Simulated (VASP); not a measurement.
# TiRh (P4/mmm) in VASP: a series of runs

The runs below take TiRh through single point, relaxation of cell and atoms, with LDA.

Program: VASP 6.6.1. These are calculated values, not measurements. Logs are shortened: lines on timing, memory, paths and dates and some standing lists are left out, and cuts for length are marked.

### Step 1. The cell of the first run

The structure is tetragonal, space group P4/mmm (No. 123). Conventional cell: a = 2.888 Å, b = 2.888 Å, c = 3.368 Å, α = 90.00°, β = 90.00°, γ = 90.00°. Within 3.5 Å of Ti (site symmetry 4/mmm) lie 8 Rh at 2.65 Å and 6 Ti at 2.89 to 3.37 Å. Rh (site symmetry 4/mmm) has 8 Ti at 2.65 Å and 6 Rh at 2.89 to 3.37 Å within 3.5 Å.

### Step 2. Single point, LDA

The input, INCAR:

```
SYSTEM = TiRh
PREC = Accurate
ENCUT = 520
EDIFF = 1E-6
ISMEAR = 0
SIGMA = 0.05
LREAL = .False.
LASPH = .True.
NELM = 80
ALGO = Normal
ISIF = 2
LWAVE = .False.
LCHARG = .False.
GGA = CA
NBANDS = 20
```

The input, KPOINTS:

```
regular mesh
0
Gamma
  8 8 7
  0 0 0
```

The input, POSCAR:

```
TiRh
1.0
    2.8881538995      0.0000000000      0.0000000000
    0.0000000000      2.8881538995      0.0000000000
    0.0000000000      0.0000000000      3.3680485698
Ti Rh
1 1
Direct
    0.5000000000      0.5000000000      0.5000000000
    0.0000000000      0.0000000000      0.0000000000
```

Potentials or basis: VASP PAW LDA potentials, release 64 (Ti_sv, Rh_pv).

Launch:

```bash
cat potpaw_LDA.64/Ti_sv/POTCAR potpaw_LDA.64/Rh_pv/POTCAR > POTCAR
mpirun -np 1 vasp_std > vasp.out
```

OUTCAR:

```text
SYSTEM = TiRh
   PREC = Accurate
   ENCUT = 520
   EDIFF = 1E-6
   ISMEAR = 0
   LREAL = .False.
   LASPH = .True.
   NELM = 80
   ISIF = 2
   GGA = CA

 ion  position               nearest neighbor table
   1  0.500  0.500  0.500-   2 2.65   2 2.65   2 2.65   2 2.65   2 2.65   2 2.65   2 2.65   2 2.65

   2  0.000  0.000  0.000-   1 2.65   1 2.65   1 2.65   1 2.65   1 2.65   1 2.65   1 2.65   1 2.65

  LATTYP: Found a simple tetragonal cell.
 ALAT       =     2.8881538995
 C/A-ratio  =     1.1661596601

  Lattice vectors:

 A1 = (   2.8881538995,   0.0000000000,   0.0000000000)
 A2 = (   0.0000000000,   2.8881538995,   0.0000000000)
 A3 = (   0.0000000000,   0.0000000000,   3.3680485698)

Analysis of symmetry for initial positions (statically):
=====================================================================
 Subroutine PRICEL returns:
 Original cell was already a primitive cell.

 Routine SETGRP: Setting up the symmetry group for a
 simple tetragonal supercell.

 Subroutine GETGRP returns: Found 16 space group operations
 (whereof 16 operations were pure point group operations)
 out of a pool of 16 trial point group operations.

The static configuration has the point symmetry D_4h.

Analysis of symmetry for dynamics (positions and initial velocities):
=====================================================================
 Subroutine PRICEL returns:
 Original cell was already a primitive cell.

 Routine SETGRP: Setting up the symmetry group for a
 simple tetragonal supercell.

 Subroutine GETGRP returns: Found 16 space group operations
 (whereof 16 operations were pure point group operations)
 out of a pool of 16 trial point group operations.

The dynamic configuration has the point symmetry D_4h.

 Subroutine INISYM returns: Found 16 space group operations
 (whereof 16 operations are pure point group operations),
 and found     1 'primitive' translations

----------------------------------------------------------------------------------------

                                     Primitive cell

  volume of cell :      28.0944

  direct lattice vectors                    reciprocal lattice vectors
     2.888153899  0.000000000  0.000000000     0.346241937  0.000000000  0.000000000
     0.000000000  2.888153899  0.000000000     0.000000000  0.346241937  0.000000000
     0.000000000  0.000000000  3.368048570     0.000000000  0.000000000  0.296907832

  length of vectors
     2.888153899  2.888153899  3.368048570     0.346241937  0.346241937  0.296907832

  position of ions in fractional coordinates (direct lattice)
     0.500000000  0.500000000  0.500000000
     0.000000000  0.000000000  0.000000000

  ion indices of the primitive-cell ions
   primitive index   ion index
                 1           1
                 2           2

----------------------------------------------------------------------------------------

 KPOINTS: regular mesh

Automatic generation of k-mesh.
 Grid dimensions read from file:
 generate k-points for:    8    8    7

 Generating k-lattice:

  Cartesian coordinates                     Fractional coordinates (reciprocal lattice)
     0.043280242  0.000000000  0.000000000     0.125000000  0.000000000  0.000000000
     0.000000000  0.043280242  0.000000000     0.000000000  0.125000000  0.000000000
     0.000000000  0.000000000  0.042415405     0.000000000  0.000000000  0.142857143

  Length of vectors
     0.043280242  0.043280242  0.042415405

  Shift w.r.t. Gamma in fractional coordinates (k-lattice)
     0.000000000  0.000000000  0.000000000

 Subroutine IBZKPT returns following result:
 ===========================================

 Found     60 irreducible k-points:

 Following reciprocal coordinates:
            Coordinates               Weight
  0.000000  0.000000  0.000000      1.000000
  0.125000  0.000000  0.000000      4.000000
  0.250000  0.000000  0.000000      4.000000
  0.375000  0.000000  0.000000      4.000000
  0.500000  0.000000  0.000000      2.000000
  0.125000  0.125000  0.000000      4.000000
[... 16 lines left out ...]
  0.375000  0.125000  0.142857     16.000000
  0.500000  0.125000  0.142857      8.000000
 [... further k-points ...]
   k-points           NKPTS =     60   k-points in BZ     NKDIM =     60   number of bands    NBANDS=     20
   number of dos      NEDOS =    301   number of ions     NIONS =      2
   total plane-waves  NPLWV =  16128
   dimension x,y,z NGX =    24 NGY =   24 NGZ =   28
   dimension x,y,z NGXF=    48 NGYF=   48 NGZF=   56
   ions per type =               1   1
   NGX,Y,Z   is equivalent  to a cutoff of  13.81, 13.81, 13.82 a.u.
   NGXF,Y,Z  is equivalent  to a cutoff of  27.63, 27.63, 27.64 a.u.
 SYSTEM =  TiRh
   PREC   = accura    normal or accurate (medium, high low for compatibility)
   ISTART =      0    job   : 0-new  1-cont  2-samecut
   ICHARG =      2    charge: 1-file 2-atom 10-const
   ISPIN  =      1    spin polarized calculation?
   LNONCOLLINEAR =      F non collinear calculations
   LSORBIT =      F    spin-orbit coupling
   LASPH  =      T    aspherical Exc in radial PAW
   ENCUT  =  520.0 eV  38.22 Ry    6.18 a.u.   5.37  5.37  6.26*2*pi/ulx,y,z
   NELM   =     80;   NELMIN=  2; NELMDL= -5     # of ELM steps
   EDIFF  = 0.1E-05   stopping-criterion for ELM
   LREAL  =      F    real-space projection
   EDIFFG = 0.1E-04   stopping-criterion for IOM
   NSW    =      0    number of steps for IOM
   IBRION =     -1    ionic relax: 0-MD 1-quasi-New 2-CG
   NFREE  =      0    steps in history (QN), initial steepest desc. (CG)
   ISIF   =      2    stress and relaxation
   ISYM   =      2    0-nonsym 1-usesym 2-fastsym
   POTIM  = 0.5000    time-step for ionic-motion
   TEBEG  =    0.0;   TEEND  =   0.0 temperature during run
   PSTRESS=    0.0 pullay stress
   NELECT =      27.0000    total number of electrons
   NUPDOWN=      -1.0000    fix difference up-down
   EMIN   =  10.00;   EMAX   =-10.00  energy-range for DOS
   EFERMI =   0.00;   METHOD = LEGACY
   ISMEAR =     0;   SIGMA  =   0.05  broadening in eV -4-tet -1-fermi 0-gaus
   EFERMI_NEDOS =   21; number of points for ismear=-14 and -15
   IALGO  =     38    algorithm
   IMIX   =      4    mixing-type and parameters
     AMIX     =   0.40;   BMIX     =  1.00
     AMIX_MAG =   1.60;   BMIX_MAG =  1.00
  volume/ion in A,a.u.               =      14.05        94.80
  Fermi-wavevector in a.u.,A,eV,Ry     =   1.615560  3.052966 35.511669  2.610034
  Thomas-Fermi vector in A             =   2.710288
   LORBIT       =      0    0 simple, 1 ext, 2 COOP (PROOUT), +10 PAW based schemes
   GGA     = CA    functional components
   LHFCALC =     F    Hartree Fock is set to
   AEXX    =    0.0000 exact exchange contribution
   IVDW    =     0    specifies the selected vdW correction
   LEPSILON=     F    determine dielectric tensor
   LRPA    =     F    only Hartree local field effects (RPA)
 non-spin polarized calculation
 Gauss-broadening in eV      SIGMA  =   0.05
  energy-cutoff  :      520.00
  volume of cell :       28.09
 maximum number of plane-waves:       773
 NGX is ok and might be reduce to    24
   NGX = 11   NGY = 11   NGZ = 13

 number of electron      27.0000010 magnetization

 Free energy of the ion-electron system (eV)
  ---------------------------------------------------
  ext. energy  EPLUGINS =         0.00000000
  ---------------------------------------------------
  free energy    TOTEN  =       -18.74818336 eV

  energy without entropy =      -18.74451903  energy(sigma->0) =      -18.74635120

 E-fermi :  11.3544     XC(G=0): -13.5348

 val. band max:       11.3393970084   @ k =   0.2500   0.0000   0.2857
 cond. band min:      11.3586170231   @ k =   0.5000   0.0000   0.2857
 fundamental gap:      0.0192200147
 Fermi energy:        11.3544116240

 k-point     1 :       0.0000    0.0000    0.0000
  band No.  band energies     occupation
      1     -45.2541      2.00000
      2     -35.3291      2.00000
      3     -35.2259      2.00000
      4     -35.2259      2.00000
      5     -21.8179      2.00000
      6     -21.6847      2.00000
[... 12 lines left out ...]
     19      17.5917      0.00000
     20      22.1802      0.00000

 k-point     2 :       0.1250    0.0000    0.0000
  band No.  band energies     occupation
      1     -45.2478      2.00000
      2     -35.3254      2.00000
      3     -35.2534      2.00000
      4     -35.2231      2.00000
      5     -21.8158      2.00000
      6     -21.7479      2.00000
[... 12 lines left out ...]
     19      18.8713      0.00000
     20      20.8611      0.00000

 k-point     3 :       0.2500    0.0000    0.0000
  band No.  band energies     occupation
      1     -45.2325      2.00000
      2     -35.3193      2.00000
      3     -35.3166      2.00000
      4     -35.2163      2.00000
      5     -21.8983      2.00000
      6     -21.8105      2.00000
[... 12 lines left out ...]
     19      18.4003      0.00000
     20      21.2899      0.00000

 k-point     4 :       0.3750    0.0000    0.0000
  band No.  band energies     occupation
      1     -45.2172      2.00000
      2     -35.3846      2.00000
      3     -35.3078      2.00000
      4     -35.2095      2.00000
      5     -22.0459      2.00000
      6     -21.8053      2.00000
[... 12 lines left out ...]
     19      16.3205      0.00000
     20      24.0087      0.00000

 k-point     5 :       0.5000    0.0000    0.0000
  band No.  band energies     occupation
      1     -45.2109      2.00000
      2     -35.4114      2.00000
      3     -35.3042      2.00000
      4     -35.2067      2.00000
      5     -22.1062      2.00000
      6     -21.8032      2.00000
[... 12 lines left out ...]
     19      15.5763      0.00000
     20      26.2058      0.00000

 k-point     6 :       0.1250    0.1250    0.0000
  band No.  band energies     occupation
      1     -45.2413      2.00000
      2     -35.3219      2.00000
      3     -35.2524      2.00000
      4     -35.2494      2.00000
      5     -21.8128      2.00000
      6     -21.7499      2.00000
[... 12 lines left out ...]
     19      19.6799      0.00000
     20      21.3532      0.00000

 k-point     7 :       0.2500    0.1250    0.0000
  band No.  band energies     occupation
      1     -45.2257      2.00000
      2     -35.3176      2.00000
      3     -35.3134      2.00000
      4     -35.2447      2.00000
      5     -21.8910      2.00000
      6     -21.8058      2.00000
[... 12 lines left out ...]
     19      18.9227      0.00000
     20      21.6577      0.00000
[... 277 lines left out ...]
 k-point    20 :       0.5000    0.0000    0.1429
  band No.  band energies     occupation
      1     -45.2088      2.00000
      2     -35.4141      2.00000
      3     -35.3124      2.00000
      4     -35.2061      2.00000
      5     -22.0977      2.00000
      6     -21.8140      2.00000
[... 12 lines left out ...]
     19      15.4873      0.00000
     20      23.6051      0.00000

 k-point    21 :       0.1250    0.1250    0.1429
  band No.  band energies     occupation
      1     -45.2406      2.00000
      2     -35.3266      2.00000
      3     -35.2514      2.00000
      4     -35.2494      2.00000
      5     -21.8342      2.00000
      6     -21.7469      2.00000
[... 12 lines left out ...]
     19      18.4064      0.00000
     20      22.1035      0.00000

 k-point    22 :       0.2500    0.1250    0.1429
  band No.  band energies     occupation
      1     -45.2245      2.00000
      2     -35.3222      2.00000
      3     -35.3153      2.00000
      4     -35.2442      2.00000
      5     -21.8888      2.00000
      6     -21.8217      2.00000
[... 12 lines left out ...]
     19      19.1215      0.00000
     20      20.4484      0.00000

 k-point    23 :       0.3750    0.1250    0.1429
  band No.  band energies     occupation
      1     -45.2083      2.00000
      2     -35.3852      2.00000
      3     -35.3121      2.00000
      4     -35.2380      2.00000
      5     -22.0298      2.00000
      6     -21.8121      2.00000
[... 12 lines left out ...]
     19      16.8218      0.00000
     20      22.0886      0.00000

 k-point    24 :       0.5000    0.1250    0.1429
  band No.  band energies     occupation
      1     -45.2015      2.00000
      2     -35.4127      2.00000
      3     -35.3093      2.00000
      4     -35.2354      2.00000
      5     -22.0877      2.00000
      6     -21.8081      2.00000
[... 12 lines left out ...]
     19      15.5572      0.00000
     20      23.5696      0.00000

 [... further k-points ...]
[... 5 lines left out ...]
  --------------------------------------------------------------------------------------
  -------------------------------------------------------------------------------------
  Total        0.0823332      0.0823332      0.0838449      0.0000000      0.0000000     -0.0000000
  in kB        4.6953355      4.6953355      4.7815441      0.0000000      0.0000000     -0.0000000
  external PRESSURE =       4.7240717 kB  Pullay stress =       0.0000000 kB

 VOLUME and BASIS-vectors are now :
 -----------------------------------------------------------------------------
  energy-cutoff  :      520.00
  volume of cell :       28.09
      direct lattice vectors                 reciprocal lattice vectors
     2.888153899  0.000000000  0.000000000     0.346241937  0.000000000  0.000000000
     0.000000000  2.888153899  0.000000000     0.000000000  0.346241937  0.000000000
     0.000000000  0.000000000  3.368048570     0.000000000  0.000000000  0.296907832

 POSITION                                       TOTAL-FORCE (eV/Angst)
 -----------------------------------------------------------------------------------
      1.44408      1.44408      1.68402         0.000000      0.000000      0.000000
      0.00000      0.00000      0.00000         0.000000      0.000000      0.000000
 -----------------------------------------------------------------------------------
    total drift:                                0.000000      0.000000     -0.000000

  FREE ENERGIE OF THE ION-ELECTRON SYSTEM (eV)
  ---------------------------------------------------
  free  energy   TOTEN  =       -18.7481833626 eV

  energy  without entropy=      -18.7445190295  energy(sigma->0) =      -18.74635120
```

Run time: 21 s. Hardware: 1 thread of Intel Xeon Platinum 8488C (Sapphire Rapids), shared host; peak memory 0.15 GiB.

What came out:

- Free energy: -18.7482 eV
- Pressure: 0.5 GPa

### Step 3. Relaxation of cell and atoms, LDA

This run uses another cell than the first one, of 14.95 Å³/atom, 1.065 times its volume.

The input, INCAR:

```
SYSTEM = TiRh
  PREC = Accurate
  ENCUT = 600
  EDIFF = 1E-6
  ISMEAR = 0
  SIGMA = 0.05
  LREAL = .False.
  LASPH = .True.
  NELM = 60
  ALGO = Normal
  ISIF = 3
  LWAVE = .False.
  LCHARG = .False.
  IBRION = 2
  NSW = 80
  EDIFFG = -0.02
```

The input, KPOINTS:

```
Automatic mesh
0
Gamma
  8 8 7
  0 0 0
```

The input, POSCAR:

```
TiRh
1.0
    2.9880000000      0.0000000000      0.0000000000
    0.0000000000      2.9880000000      0.0000000000
    0.0000000000      0.0000000000      3.3500000000
Ti Rh
1 1
Direct
    0.5000000000      0.5000000000      0.5000000000
    0.0000000000      0.0000000000      0.0000000000
```

Potentials or basis: VASP PAW LDA potentials, release 64 (Ti_sv, Rh_pv).

Launch:

```bash
cat potpaw_LDA.64/Ti_sv/POTCAR potpaw_LDA.64/Rh_pv/POTCAR > POTCAR
mpirun -np 1 vasp_std > vasp.out
```

It took 96 s on 1 thread of Intel Xeon Platinum 8488C (Sapphire Rapids), shared host; peak memory 0.16 GiB.

The run converged. Its results:

```yaml
Free_energy: -18.7494 eV
Relaxed_volume: 14.06 Å³/atom
Relaxed_cell: a = 2.889 Å, b = 2.889 Å, c = 3.369 Å, α = 90.00°, β = 90.00°, γ = 90.00°
Space_group_after_relaxing_to_0.05_Å: P4/mmm (No. 123)
Energy_gained_by_relaxing: 37.7 meV/atom
Ionic_steps: 9
Pressure_after_relaxing: 0.2 GPa
```

The path:
| step | energy change (eV) | largest force (eV/Å) | pressure (GPa) | volume (Å³) |
| --- | --- | --- | --- | --- |
| 1 | 0.0000 | 0.0000 | -11.67 | 29.91 |
| 2 | 0.1498 | 0.0000 | 28.11 | 25.44 |
| 3 | -0.0678 | 0.0000 | -0.28 | 28.21 |
| 4 | -0.0678 | 0.0000 | 0.03 | 28.17 |
| 5 | -0.0678 | 0.0000 | 0.30 | 28.14 |
| 6 | -0.0703 | 0.0000 | 0.25 | 28.14 |
| 7 | -0.0752 | 0.0000 | 0.17 | 28.12 |
| 8 | -0.0752 | 0.0000 | 0.19 | 28.12 |
| 9 | -0.0753 | 0.0000 | 0.19 | 28.12 |

Final structure:
```yaml
crystal:
  lattice:
    - [2.88932, 0.00000, 0.00000]
    - [0.00000, 2.88932, 0.00000]
    - [0.00000, 0.00000, 3.36867]
  atoms:
    - { symbol: Ti, position: [0.50000, 0.50000, 0.50000] }
    - { symbol: Rh, position: [0.00000, 0.00000, 0.00000] }
```

Levels at points of the mesh, in eV from the Fermi level:
| k point | band 10 | band 11 | band 12 | band 13 | band 14 | band 15 | band 16 | band 17 |
| --- | --- | --- | --- | --- | --- | --- | --- | --- |
| (0.00, 0.00, 0.00) | -5.42 | -2.58 | -2.58 | -1.61 | 0.16 | 1.40 | 2.78 | 2.95 |
| (0.50, 0.00, 0.00) | -3.34 | -3.18 | -2.46 | -1.72 | -1.00 | -0.38 | 0.72 | 1.64 |
| (0.50, 0.50, 0.00) | -4.58 | -4.58 | -0.21 | 0.97 | 1.89 | 1.89 | 2.40 | 3.17 |

LDA usually gives volumes a few per cent too small. Zero-point motion and thermal expansion aren't in these numbers.
